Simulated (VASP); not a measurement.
# HgSe (F-43m) in VASP: further runs

HgSe is run at these levels: PBE+D3(BJ); tasks: single point, relaxation of cell and atoms.

Everything below comes from runs of VASP 6.6.1. Logs are shortened: lines on timing, memory, paths and dates and some standing lists are left out, and cuts for length are marked.

## (1) The cell of the first run

Symmetry: F-43m, No. 216, cubic system. The conventional cell has a = 6.003 Å, b = 6.003 Å, c = 6.003 Å, α = 90.00°, β = 90.00°, γ = 90.00°. Hg (site symmetry -43m) has 4 Se at 2.60 Å within 3.4 Å. Within 3.4 Å of Se (site symmetry -43m) lie 4 Hg at 2.60 Å.

## (2) Single point, PBE+D3(BJ)

INCAR

```
PREC = Accurate
ENCUT = 500
EDIFF = 1E-6
ISMEAR = 0
SIGMA = 0.03
LREAL = F
LASPH = T
NELM = 120
ALGO = Normal
ISIF = 2
LWAVE = F
LCHARG = T
GGA = PE
IVDW = 12
LELF = T
LVHAR = T
NBANDS = 16
GGA_COMPAT = F
```

KPOINTS

```
regular mesh
0
Gamma
  10 10 10
```

POSCAR

```
HgSe
1.0
    0.0000000000      3.0014714020      3.0014714020
    3.0014714020      0.0000000000      3.0014714020
    3.0014714020      3.0014714020      0.0000000000
Hg Se
1 1
Direct
    0.0000000000      0.0000000000      0.0000000000
    0.2500000000      0.2500000000      0.2500000000
```

Potentials or basis: VASP PAW PBE potentials, release 64 (Hg, Se).

Launch:

```
$ cat potpaw_PBE.64/Hg/POTCAR potpaw_PBE.64/Se/POTCAR > POTCAR
$ mpirun -np 1 vasp_std > vasp.out
```

OUTCAR:

```text
PREC = Accurate
   ENCUT = 500
   EDIFF = 1E-6
   ISMEAR = 0
   LREAL = F
   LASPH = T
   NELM = 120
   ISIF = 2
   GGA = PE
   IVDW = 12
 IVDW          = 12

 ion  position               nearest neighbor table
   1  0.000  0.000  0.000-   2 2.60   2 2.60   2 2.60   2 2.60
   2  0.250  0.250  0.250-   1 2.60   1 2.60   1 2.60   1 2.60

  LATTYP: Found a face centered cubic cell.
 ALAT       =     6.0029428040

  Lattice vectors:

 A1 = (   0.0000000000,   3.0014714020,   3.0014714020)
 A2 = (   3.0014714020,   0.0000000000,   3.0014714020)
 A3 = (   3.0014714020,   3.0014714020,   0.0000000000)

Analysis of symmetry for initial positions (statically):
=====================================================================
 Subroutine PRICEL returns:
 Original cell was already a primitive cell.

 Routine SETGRP: Setting up the symmetry group for a
 face centered cubic supercell.

 Subroutine GETGRP returns: Found 24 space group operations
 (whereof 24 operations were pure point group operations)
 out of a pool of 48 trial point group operations.

The static configuration has the point symmetry T_d .

Analysis of symmetry for dynamics (positions and initial velocities):
=====================================================================
 Subroutine PRICEL returns:
 Original cell was already a primitive cell.

 Routine SETGRP: Setting up the symmetry group for a
 face centered cubic supercell.

 Subroutine GETGRP returns: Found 24 space group operations
 (whereof 24 operations were pure point group operations)
 out of a pool of 48 trial point group operations.

The dynamic configuration has the point symmetry T_d .

 Subroutine INISYM returns: Found 24 space group operations
 (whereof 24 operations are pure point group operations),
 and found     1 'primitive' translations

----------------------------------------------------------------------------------------

                                     Primitive cell

  volume of cell :      54.0795

  direct lattice vectors                    reciprocal lattice vectors
     0.000000000  3.001471402  3.001471402    -0.166584962  0.166584962  0.166584962
     3.001471402  0.000000000  3.001471402     0.166584962 -0.166584962  0.166584962
     3.001471402  3.001471402  0.000000000     0.166584962  0.166584962 -0.166584962

  length of vectors
     4.244721564  4.244721564  4.244721564     0.288533618  0.288533618  0.288533618

  position of ions in fractional coordinates (direct lattice)
     0.000000000  0.000000000  0.000000000
     0.250000000  0.250000000  0.250000000

  ion indices of the primitive-cell ions
   primitive index   ion index
                 1           1
                 2           2

----------------------------------------------------------------------------------------

 KPOINTS: regular mesh

Automatic generation of k-mesh.
 Grid dimensions read from file:
 generate k-points for:   10   10   10

 Generating k-lattice:

  Cartesian coordinates                     Fractional coordinates (reciprocal lattice)
    -0.016658496  0.016658496  0.016658496     0.100000000  0.000000000  0.000000000
     0.016658496 -0.016658496  0.016658496     0.000000000  0.100000000  0.000000000
     0.016658496  0.016658496 -0.016658496     0.000000000  0.000000000  0.100000000

  Length of vectors
     0.028853362  0.028853362  0.028853362

  Shift w.r.t. Gamma in fractional coordinates (k-lattice)
     0.000000000  0.000000000  0.000000000

 Subroutine IBZKPT returns following result:
 ===========================================

 Found     47 irreducible k-points:

 Following reciprocal coordinates:
            Coordinates               Weight
  0.000000  0.000000  0.000000      1.000000
  0.100000  0.000000  0.000000      8.000000
  0.200000  0.000000  0.000000      8.000000
  0.300000  0.000000  0.000000      8.000000
  0.400000  0.000000  0.000000      8.000000
  0.500000  0.000000  0.000000      4.000000
[... 16 lines left out ...]
  0.300000  0.300000  0.000000      6.000000
  0.400000  0.300000  0.000000     24.000000
 [... further k-points ...]
   k-points           NKPTS =     47   k-points in BZ     NKDIM =     47   number of bands    NBANDS=     16
   number of dos      NEDOS =    301   number of ions     NIONS =      2
   total plane-waves  NPLWV =  32768
   dimension x,y,z NGX =    32 NGY =   32 NGZ =   32
   dimension x,y,z NGXF=    64 NGYF=   64 NGZF=   64
   ions per type =               1   1
   NGX,Y,Z   is equivalent  to a cutoff of  12.53, 12.53, 12.53 a.u.
   NGXF,Y,Z  is equivalent  to a cutoff of  25.07, 25.07, 25.07 a.u.
 SYSTEM =  unknown system
   PREC   = accura    normal or accurate (medium, high low for compatibility)
   ISTART =      0    job   : 0-new  1-cont  2-samecut
   ICHARG =      2    charge: 1-file 2-atom 10-const
   ISPIN  =      1    spin polarized calculation?
   LNONCOLLINEAR =      F non collinear calculations
   LSORBIT =      F    spin-orbit coupling
   LASPH  =      T    aspherical Exc in radial PAW
   ENCUT  =  500.0 eV  36.75 Ry    6.06 a.u.   7.74  7.74  7.74*2*pi/ulx,y,z
   NELM   =    120;   NELMIN=  2; NELMDL= -5     # of ELM steps
   EDIFF  = 0.1E-05   stopping-criterion for ELM
   LREAL  =      F    real-space projection
   EDIFFG = 0.1E-04   stopping-criterion for IOM
   NSW    =      0    number of steps for IOM
   IBRION =     -1    ionic relax: 0-MD 1-quasi-New 2-CG
   NFREE  =      0    steps in history (QN), initial steepest desc. (CG)
   ISIF   =      2    stress and relaxation
   ISYM   =      2    0-nonsym 1-usesym 2-fastsym
   POTIM  = 0.5000    time-step for ionic-motion
   TEBEG  =    0.0;   TEEND  =   0.0 temperature during run
   PSTRESS=    0.0 pullay stress
   NELECT =      18.0000    total number of electrons
   NUPDOWN=      -1.0000    fix difference up-down
   EMIN   =  10.00;   EMAX   =-10.00  energy-range for DOS
   EFERMI =   0.00;   METHOD = LEGACY
   ISMEAR =     0;   SIGMA  =   0.03  broadening in eV -4-tet -1-fermi 0-gaus
   EFERMI_NEDOS =   21; number of points for ismear=-14 and -15
   IALGO  =     38    algorithm
   IMIX   =      4    mixing-type and parameters
     AMIX     =   0.40;   BMIX     =  1.00
     AMIX_MAG =   1.60;   BMIX_MAG =  1.00
  volume/ion in A,a.u.               =      27.04       182.47
  Fermi-wavevector in a.u.,A,eV,Ry     =   1.134544  2.143978 17.513294  1.287191
  Thomas-Fermi vector in A             =   2.271248
   LORBIT       =      0    0 simple, 1 ext, 2 COOP (PROOUT), +10 PAW based schemes
   GGA     = PE    functional components
   LHFCALC =     F    Hartree Fock is set to
   AEXX    =    0.0000 exact exchange contribution
   IVDW    =    12    specifies the selected vdW correction
   LEPSILON=     F    determine dielectric tensor
   LRPA    =     F    only Hartree local field effects (RPA)
 non-spin polarized calculation
 Gauss-broadening in eV      SIGMA  =   0.03
  energy-cutoff  :      500.00
  volume of cell :       54.08
 maximum number of plane-waves:      1390
   NGX = 15   NGY = 15   NGZ = 15

 number of electron      18.0000000 magnetization

 Free energy of the ion-electron system (eV)
  ---------------------------------------------------
  ext. energy  EPLUGINS =         0.00000000
  ---------------------------------------------------
  free energy    TOTEN  =        -3.92809524 eV

  energy without entropy =       -3.92804896  energy(sigma->0) =       -3.92807210

 E-fermi :   2.1518     XC(G=0):  -9.2347

 val. band max:        2.1427036444   @ k =   0.0000   0.0000   0.0000
 cond. band min:       2.6403284381   @ k =   0.1000   0.0000   0.0000
 fundamental gap:      0.4976247937
 Fermi energy:         2.1518407011

 k-point     1 :       0.0000    0.0000    0.0000
  band No.  band energies     occupation
      1     -11.6196      2.00000
      2      -5.2820      2.00000
      3      -5.2820      2.00000
      4      -5.2820      2.00000
      5      -4.4677      2.00000
      6      -4.4677      2.00000
[... 8 lines left out ...]
     15      13.5281      0.00000
     16      13.5281      0.00000

 k-point     2 :       0.1000    0.0000    0.0000
  band No.  band energies     occupation
      1     -11.5724      2.00000
      2      -5.2664      2.00000
      3      -5.2603      2.00000
      4      -5.2603      2.00000
      5      -4.4698      2.00000
      6      -4.4698      2.00000
[... 8 lines left out ...]
     15      12.7960      0.00000
     16      12.7960      0.00000

 k-point     3 :       0.2000    0.0000    0.0000
  band No.  band energies     occupation
      1     -11.4462      2.00000
      2      -5.2061      2.00000
      3      -5.2061      2.00000
      4      -5.1919      2.00000
      5      -4.4697      2.00000
      6      -4.4697      2.00000
[... 8 lines left out ...]
     15      12.3215      0.00000
     16      12.3215      0.00000

 k-point     4 :       0.3000    0.0000    0.0000
  band No.  band energies     occupation
      1     -11.2845      2.00000
      2      -5.1471      2.00000
      3      -5.1471      2.00000
      4      -4.9910      2.00000
      5      -4.4552      2.00000
      6      -4.4552      2.00000
[... 8 lines left out ...]
     15      12.5101      0.00000
     16      12.5101      0.00000
[... 324 lines left out ...]
 k-point    22 :      -0.2000    0.2000    0.0000
  band No.  band energies     occupation
      1     -11.2288      2.00000
      2      -5.1127      2.00000
      3      -5.1002      2.00000
      4      -4.9748      2.00000
      5      -4.5027      2.00000
      6      -4.4032      2.00000
[... 8 lines left out ...]
     15      13.4087      0.00000
     16      14.0634      0.00000

 k-point    23 :       0.3000    0.3000    0.0000
  band No.  band energies     occupation
      1     -11.1715      2.00000
      2      -5.2237      2.00000
      3      -4.9543      2.00000
      4      -4.9543      2.00000
      5      -4.5107      2.00000
      6      -4.3862      2.00000
[... 8 lines left out ...]
     15      13.7228      0.00000
     16      15.7093      0.00000

 k-point    24 :       0.4000    0.3000    0.0000
  band No.  band energies     occupation
      1     -11.0639      2.00000
      2      -5.1573      2.00000
      3      -4.8826      2.00000
      4      -4.8611      2.00000
      5      -4.4122      2.00000
      6      -4.3729      2.00000
[... 8 lines left out ...]
     15      13.9800      0.00000
     16      15.8477      0.00000

 [... further k-points ...]

------------------------ aborting loop because EDIFF is reached ----------------------------------------

 Edisp (eV)   -0.70135

 E8    (eV) :    -0.3046

  FORCE on cell =-STRESS in cart. coord.  units (eV):
  Direction    XX          YY          ZZ          XY          YZ          ZX
  --------------------------------------------------------------------------------------
  -------------------------------------------------------------------------------------
  Total       1.81415     1.81415     1.81415     0.00000     0.00000    -0.00000
  in kB      53.74653    53.74653    53.74653     0.00000     0.00000    -0.00000
  external pressure =       53.75 kB  Pullay stress =        0.00 kB

 VOLUME and BASIS-vectors are now :
 -----------------------------------------------------------------------------
  energy-cutoff  :      500.00
  volume of cell :       54.08
      direct lattice vectors                 reciprocal lattice vectors
     0.000000000  3.001471402  3.001471402    -0.166584962  0.166584962  0.166584962
     3.001471402  0.000000000  3.001471402     0.166584962 -0.166584962  0.166584962
     3.001471402  3.001471402  0.000000000     0.166584962  0.166584962 -0.166584962

 POSITION                                       TOTAL-FORCE (eV/Angst)
 -----------------------------------------------------------------------------------
      0.00000      0.00000      0.00000         0.000000      0.000000      0.000000
      1.50074      1.50074      1.50074        -0.000000     -0.000000     -0.000000
 -----------------------------------------------------------------------------------
    total drift:                               -0.000000     -0.000000     -0.000000

  FREE ENERGIE OF THE ION-ELECTRON SYSTEM (eV)
  ---------------------------------------------------
  free  energy   TOTEN  =        -4.6294445715 eV

  energy  without entropy=       -4.6293982928  energy(sigma->0) =       -4.62942143
```

Run time: 18 s. Hardware: 1 thread of Intel Xeon 6975P-C (Granite Rapids), shared host; peak memory 0.2 GiB.

What came out:

```
Free energy                : -4.6294 eV
Pressure                   : 5.4 GPa
Band gap on the k mesh     : zero (filled and empty bands touch)
Dispersion energy per atom : -0.351 eV
```

Caveat: spin-orbit coupling is left out, which moves the levels of the heavy elements; pairwise dispersion overbinds metals, which lowers pressure and volume.

## (3) Relaxation of cell and atoms, PBE+D3(BJ), target pressure 5 GPa, at which the enthalpy is minimised

This run uses another cell than the first one, of 28.16 Å³/atom, 1.042 times its volume.

INCAR

```
PREC = Accurate
ENCUT = 500
EDIFF = 1E-7
ISMEAR = 0
SIGMA = 0.03
LREAL = F
LASPH = T
NELM = 120
ALGO = Normal
ISIF = 3
LWAVE = F
LCHARG = F
GGA = PE
IVDW = 12
IBRION = 2
NSW = 80
EDIFFG = -0.005
PSTRESS = 50.0
GGA_COMPAT = F
NELMIN = 4
```

KPOINTS is that of step 2.

POSCAR

```
HgSe
1.0
    0.0000000000      3.0425000000      3.0425000000
    3.0425000000      0.0000000000      3.0425000000
    3.0425000000      3.0425000000      0.0000000000
Hg Se
1 1
Direct
    0.0000000000      0.0000000000      0.0000000000
    0.2500000000      0.2500000000      0.2500000000
```

Potentials or basis: VASP PAW PBE potentials, release 64 (Hg, Se).

Launch:

```
$ cat potpaw_PBE.64/Hg/POTCAR potpaw_PBE.64/Se/POTCAR > POTCAR
$ mpirun -np 1 vasp_std > vasp.out
```

It took 40 s on 1 thread of Intel Xeon 6975P-C (Granite Rapids), shared host; peak memory 0.22 GiB.

It converged, with:

* Free energy: -4.6390 eV
* Relaxed volume: 27.18 Å³/atom
* Relaxed cell: a = 4.252 Å, b = 4.252 Å, c = 4.252 Å, α = 60.00°, β = 60.00°, γ = 60.00°
* Space group after relaxing (to 0.05 Å): F-43m (No. 216)
* Energy change on relaxing (the enthalpy is what falls): +23.2 meV/atom
* Ionic steps: 3
* Pressure after relaxing: 5.0 GPa
* Band gap on the k mesh: zero (filled and empty bands touch)
* Dispersion energy per atom: -0.349 eV

Step by step:
```csv
step,energy change (eV),largest force (eV/Å),pressure (GPa),volume (Å³)
1,0.0000,0.0000,2.61,56.33
2,0.0975,0.0000,6.96,52.98
3,0.0464,0.0000,5.00,54.35
```

Final structure:
```yaml
crystal:
  lattice:
    - [0.00000, 3.00652, 3.00652]
    - [3.00652, 0.00000, 3.00652]
    - [3.00652, 3.00652, 0.00000]
  atoms:
    - { symbol: Hg, position: [0.00000, 0.00000, 0.00000] }
    - { symbol: Se, position: [0.25000, 0.25000, 0.25000] }
```

Levels at points of the mesh, in eV from the Fermi level:
```
           k point  band 6  band 7  band 8  band 9  band 10  band 11  band 12  band 13
(0.00, 0.00, 0.00)   -6.59   -0.90   -0.01   -0.01    -0.01     5.43     5.43     5.43
(0.50, 0.00, 0.00)   -6.24   -5.78   -1.05   -1.05     1.11     6.22     6.22     7.08
(0.50, 0.50, 0.00)   -6.20   -5.28   -2.47   -2.47     2.80     2.91     8.57    10.01
```

Caveat: the cell is relaxed towards a set pressure, so the enthalpy falls and the energy may rise; spin-orbit coupling is left out, which moves the levels of the heavy elements; pairwise dispersion overbinds metals, which lowers pressure and volume.
